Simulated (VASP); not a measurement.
# Si2Ni (Fm-3m) in VASP: electric field gradients with PBE

Aim: the electric field gradients of Si2Ni with PBE.

Program: VASP 6.6.1. These are calculated values, not measurements. Logs are shortened: lines on timing, memory, paths and dates and some standing lists are left out, and cuts for length are marked.

### 1 The cell of the first run

Symmetry: Fm-3m, No. 225, cubic system. The conventional cell has a = 5.406 Å, b = 5.406 Å, c = 5.406 Å, α = 90.00°, β = 90.00°, γ = 90.00°. Si (site symmetry -43m) has 4 Ni at 2.34 Å and 6 Si at 2.70 Å within 3.1 Å. Ni (site symmetry m-3m) has 8 Si at 2.34 Å within 3.1 Å.

### 2 Electric field gradients, PBE, collinear spin, ferromagnetic start

File INCAR:

```
  PREC = Accurate
  ENCUT = 520
  EDIFF = 1E-8
  ISMEAR = -1
  SIGMA = 0.05
  LREAL = F
  LASPH = T
  NELM = 200
  ALGO = Normal
  ISIF = 2
  LWAVE = F
  LCHARG = F
  ISPIN = 2
  MAGMOM = 0 0 1.5
  LORBIT = 11
  LMAXMIX = 4
  GGA = PE
  LEFG = T
  NBANDS = 20
  GGA_COMPAT = F
```

File KPOINTS:

```
regular mesh
0
Gamma
  9 9 9
```

File POSCAR:

```
Si2Ni
1.0
    0.0000000000      2.7030000000      2.7030000000
    2.7030000000      0.0000000000      2.7030000000
    2.7030000000      2.7030000000      0.0000000000
Si Ni
2 1
Direct
    0.2500000000      0.2500000000      0.2500000000
    0.7500000000      0.7500000000      0.7500000000
    0.0000000000      0.0000000000      0.0000000000
```

Potentials or basis: VASP PAW PBE potentials, release 64 (Si, Ni).

The run is started by

```
cat potpaw_PBE.64/Si/POTCAR potpaw_PBE.64/Ni/POTCAR > POTCAR
mpirun -np 1 vasp_std > vasp.out
```

OUTCAR:

```text
PREC = Accurate
   ENCUT = 520
   EDIFF = 1E-8
   ISMEAR = -1
   LREAL = F
   LASPH = T
   NELM = 200
   ISIF = 2
   ISPIN = 2
   LORBIT = 11
   GGA = PE

 ion  position               nearest neighbor table
   1  0.250  0.250  0.250-   3 2.34   3 2.34   3 2.34   3 2.34   2 2.70   2 2.70   2 2.70   2 2.70
                             2 2.70   2 2.70
   2  0.750  0.750  0.750-   3 2.34   3 2.34   3 2.34   3 2.34   1 2.70   1 2.70   1 2.70   1 2.70
                             1 2.70   1 2.70
   3  0.000  0.000  0.000-   2 2.34   1 2.34   2 2.34   1 2.34   2 2.34   2 2.34   1 2.34   1 2.34

  LATTYP: Found a face centered cubic cell.
 ALAT       =     5.4060000000

  Lattice vectors:

 A1 = (   0.0000000000,   2.7030000000,   2.7030000000)
 A2 = (   2.7030000000,   0.0000000000,   2.7030000000)
 A3 = (   2.7030000000,   2.7030000000,   0.0000000000)

Analysis of symmetry for initial positions (statically):
=====================================================================
 Subroutine PRICEL returns:
 Original cell was already a primitive cell.

 Routine SETGRP: Setting up the symmetry group for a
 face centered cubic supercell.

 Subroutine GETGRP returns: Found 48 space group operations
 (whereof 48 operations were pure point group operations)
 out of a pool of 48 trial point group operations.

The static configuration has the point symmetry O_h .

Analysis of symmetry for dynamics (positions and initial velocities):
=====================================================================
 Subroutine PRICEL returns:
 Original cell was already a primitive cell.

 Routine SETGRP: Setting up the symmetry group for a
 face centered cubic supercell.

 Subroutine GETGRP returns: Found 48 space group operations
 (whereof 48 operations were pure point group operations)
 out of a pool of 48 trial point group operations.

The dynamic configuration has the point symmetry O_h .

Analysis of structural, dynamic, and magnetic symmetry:
=====================================================================
 Subroutine PRICEL returns:
 Original cell was already a primitive cell.

 Routine SETGRP: Setting up the symmetry group for a
 face centered cubic supercell.

 Subroutine GETGRP returns: Found 48 space group operations
 (whereof 48 operations were pure point group operations)
 out of a pool of 48 trial point group operations.

The overall configuration has the point symmetry O_h .

 Subroutine INISYM returns: Found 48 space group operations
 (whereof 48 operations are pure point group operations),
 and found     1 'primitive' translations

----------------------------------------------------------------------------------------

                                     Primitive cell

  volume of cell :      39.4974

  direct lattice vectors                    reciprocal lattice vectors
     0.000000000  2.703000000  2.703000000    -0.184979652  0.184979652  0.184979652
     2.703000000  0.000000000  2.703000000     0.184979652 -0.184979652  0.184979652
     2.703000000  2.703000000  0.000000000     0.184979652  0.184979652 -0.184979652

  length of vectors
     3.822619259  3.822619259  3.822619259     0.320394156  0.320394156  0.320394156

  position of ions in fractional coordinates (direct lattice)
     0.250000000  0.250000000  0.250000000
     0.750000000  0.750000000  0.750000000
     0.000000000  0.000000000  0.000000000

  ion indices of the primitive-cell ions
   primitive index   ion index
                 1           1
                 2           2
                 3           3

----------------------------------------------------------------------------------------

 KPOINTS: regular mesh

Automatic generation of k-mesh.
 Grid dimensions read from file:
 generate k-points for:    9    9    9

[... 70 lines left out ...]
   ISYM   =      2    0-nonsym 1-usesym 2-fastsym
   POTIM  = 0.5000    time-step for ionic-motion
   TEBEG  =    0.0;   TEEND  =   0.0 temperature during run
   PSTRESS=    0.0 pullay stress
   NELECT =      18.0000    total number of electrons
   NUPDOWN=      -1.0000    fix difference up-down
   EMIN   =  10.00;   EMAX   =-10.00  energy-range for DOS
   EFERMI =   0.00;   METHOD = LEGACY
   ISMEAR =    -1;   SIGMA  =   0.05  broadening in eV -4-tet -1-fermi 0-gaus
   EFERMI_NEDOS =   21; number of points for ismear=-14 and -15
   IALGO  =     38    algorithm
   IMIX   =      4    mixing-type and parameters
     AMIX     =   0.40;   BMIX     =  1.00
     AMIX_MAG =   1.60;   BMIX_MAG =  1.00
  volume/ion in A,a.u.               =      13.17        88.85
  Fermi-wavevector in a.u.,A,eV,Ry     =   1.259823  2.380721 21.594550  1.587155
  Thomas-Fermi vector in A             =   2.393364
   LORBIT       =     11    0 simple, 1 ext, 2 COOP (PROOUT), +10 PAW based schemes
   GGA     = PE    functional components
   LHFCALC =     F    Hartree Fock is set to
   AEXX    =    0.0000 exact exchange contribution
   IVDW    =     0    specifies the selected vdW correction
   LEPSILON=     F    determine dielectric tensor
   LRPA    =     F    only Hartree local field effects (RPA)
 spin polarized calculation
  energy-cutoff  :      520.00
  volume of cell :       39.50
 maximum number of plane-waves:      1073
   NGX = 15   NGY = 15   NGZ = 15

 number of electron      17.9999999 magnetization       0.0000179

 number of electron      17.9999999 magnetization      -0.0000022

 Free energy of the ion-electron system (eV)
  ---------------------------------------------------
  ext. energy  EPLUGINS =         0.00000000
  ---------------------------------------------------
  free energy    TOTEN  =       -17.36423391 eV

  energy without entropy =      -17.35670778  energy(sigma->0) =      -17.36047084

 E-fermi :  10.4731     XC(G=0): -11.5863

 val. band max:       10.4114834328   @ k =   0.3333   0.2222   0.0000
 cond. band min:      10.5308808220   @ k =   0.1111   0.1111   0.0000
 fundamental gap:      0.1193973892
 Fermi energy:        10.4730540609

 spin component 1

 k-point     1 :       0.0000    0.0000    0.0000
  band No.  band energies     occupation
      1      -3.3984      1.00000
      2       5.2534      1.00000
      3       5.2534      1.00000
      4       5.2534      1.00000
      5       6.9458      1.00000
      6       6.9458      1.00000
[... 541 lines left out ...]
     19      24.2222      0.00000
     20      24.2222      0.00000

 [... further k-points ...]

 spin component 2

 k-point     1 :       0.0000    0.0000    0.0000
  band No.  band energies     occupation
      1      -3.3984      1.00000
      2       5.2534      1.00000
      3       5.2534      1.00000
      4       5.2534      1.00000
      5       6.9458      1.00000
      6       6.9458      1.00000
[... 541 lines left out ...]
     19      24.2222      0.00000
     20      24.2222      0.00000

 [... further k-points ...]

------------------------ aborting loop because EDIFF is reached ----------------------------------------

  FORCE on cell =-STRESS in cart. coord.  units (eV):
  Direction    XX          YY          ZZ          XY          YZ          ZX
  --------------------------------------------------------------------------------------
  -------------------------------------------------------------------------------------
  Total        0.9356349      0.9356349      0.9356349      0.0000000     -0.0000000      0.0000000
  in kB       37.9532404     37.9532404     37.9532404      0.0000000     -0.0000000      0.0000000
  external PRESSURE =      37.9532404 kB  Pullay stress =       0.0000000 kB

 VOLUME and BASIS-vectors are now :
 -----------------------------------------------------------------------------
  energy-cutoff  :      520.00
  volume of cell :       39.50
      direct lattice vectors                 reciprocal lattice vectors
     0.000000000  2.703000000  2.703000000    -0.184979652  0.184979652  0.184979652
     2.703000000  0.000000000  2.703000000     0.184979652 -0.184979652  0.184979652
     2.703000000  2.703000000  0.000000000     0.184979652  0.184979652 -0.184979652

 POSITION                                       TOTAL-FORCE (eV/Angst)
 -----------------------------------------------------------------------------------
      1.35150      1.35150      1.35150         0.000000      0.000000      0.000000
      4.05450      4.05450      4.05450        -0.000000     -0.000000     -0.000000
      0.00000      0.00000      0.00000        -0.000000     -0.000000      0.000000
 -----------------------------------------------------------------------------------
    total drift:                               -0.000000     -0.000000      0.000000

  FREE ENERGIE OF THE ION-ELECTRON SYSTEM (eV)
  ---------------------------------------------------
  free  energy   TOTEN  =       -17.3642339132 eV

  energy  without entropy=      -17.3567077755  energy(sigma->0) =      -17.36047084

 Electric field gradients (V/A^2)
---------------------------------------------------------------------
 ion       V_xx      V_yy      V_zz      V_xy      V_xz      V_yz
---------------------------------------------------------------------
   1      -0.000    -0.000    -0.000    -0.000    -0.000    -0.000
   2      -0.000    -0.000    -0.000    -0.000    -0.000    -0.000
   3      -0.000    -0.000    -0.000     0.002     0.002     0.002
---------------------------------------------------------------------

 Electric field gradients after diagonalization (V/A^2)
 (convention: |V_zz| > |V_xx| > |V_yy|)
----------------------------------------------------------------------
 ion       V_xx      V_yy      V_zz     asymmetry (V_yy - V_xx)/ V_zz
----------------------------------------------------------------------
   1       0.000     0.000    -0.000       0.000
   2       0.000     0.000    -0.000       0.000
   3      -0.002    -0.002     0.004       0.000
----------------------------------------------------------------------

           NMR quadrupolar parameters

 Cq : quadrupolar parameter    Cq=e*Q*V_zz/h
 eta: asymmetry parameters     (V_yy - V_xx)/ V_zz
 Q  : nuclear electric quadrupole moment in mb (millibarn)
----------------------------------------------------------------------
 ion       Cq(MHz)       eta       Q (mb)
----------------------------------------------------------------------
   1      -0.000       0.000       1.000
   2      -0.000       0.000       1.000
   3       0.000       0.000       1.000
----------------------------------------------------------------------

 total charge

# of ion       s       p       d       tot
------------------------------------------
    1        0.746   0.842   0.000   1.588
    2        0.746   0.842   0.000   1.588
    3        0.560   0.796   8.451   9.808
--------------------------------------------------
tot          2.051   2.481   8.451  12.984

 magnetization (x)

# of ion       s       p       d       tot
------------------------------------------
    1       -0.000  -0.000   0.000  -0.000
    2       -0.000  -0.000   0.000  -0.000
    3       -0.000  -0.000   0.000   0.000
--------------------------------------------------
tot         -0.000  -0.000   0.000  -0.000
```

Wall time 73 s (1 thread of Intel Xeon 8259CL, shared host); peak memory 0.19 GiB.

What came out:

```
Free energy                                           : -17.3642 eV
Pressure                                              : 3.8 GPa
Band gap on the k mesh                                : zero (filled and empty bands overlap)
Net moment                                            : 0.00 μB per cell
Largest electric field gradient by atom               : under 0.05 V/Å² on every atom
Valence electrons inside the program's atomic spheres : Si 1.59; Ni 9.81
```

Caveat: the cell stands under pressure; the moments typed at the start vanished in this run.

The gap in the log of VASP goes by the Fermi energy; the results here count the filled bands.